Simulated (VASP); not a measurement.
# InGaAs2: single point with PBEsol

Crystal: InGaAs2.

```
CELL_PARAMETERS angstrom
4.14421 0.00000 0.00000
0.00000 4.14421 0.00000
0.00000 0.00000 5.90295
ATOMIC_POSITIONS crystal
Ga 0.00000 0.00000 0.00000
In 0.50000 0.50000 0.50000
As 0.00000 0.50000 0.23026
As 0.50000 0.00000 0.76974
```

```
Program             : VASP 6.6.1
Task                : single point
Functional          : PBEsol
Potentials or basis : VASP PAW PBE potentials, release 64 (Ga_d, In_d, As)
Cutoff              : 520 eV
k mesh              : 8 × 8 × 6
Occupations         : gaussian, width 0.1 eV
Spin                : no spin polarisation
```

```
Pressure               : 0.1 GPa
Band gap on the k mesh : zero (filled and empty bands touch)
```

Levels at points of the mesh, in eV from the Fermi level:
```
           k point  band 15  band 16  band 17  band 18  band 19  band 20  band 21  band 22
(0.00, 0.00, 0.00)    -2.60    -0.22    -0.20    -0.04    -0.04     1.43     1.74     3.72
(0.50, 0.00, 0.00)    -3.30    -3.03    -1.50    -0.90     1.97     3.03     4.75     4.86
(0.50, 0.50, 0.00)    -2.72    -2.56    -2.56    -2.38     1.32     1.32     1.51     1.87
(0.00, 0.00, 0.50)    -1.95    -1.95    -1.28    -1.28     1.80     1.88     2.71     3.23
(0.50, 0.00, 0.50)    -1.47    -1.16    -1.13    -0.80     0.50     1.00     4.17     4.53
(0.50, 0.50, 0.50)    -3.36    -3.25    -3.16    -3.16     4.17     4.25     4.30     4.30
```

Wall time 82 s on 1 thread of Intel(R) Xeon(R) Platinum 8488C (Sapphire Rapids), on a shared host, peak memory 0.32 GiB.

Caveat: semilocal functionals underestimate gaps, and a narrow one can read as zero; the PAW data sets were made with another functional, which shifts forces and pressure a little; spin-orbit coupling is left out, which moves the levels of the heavy elements.
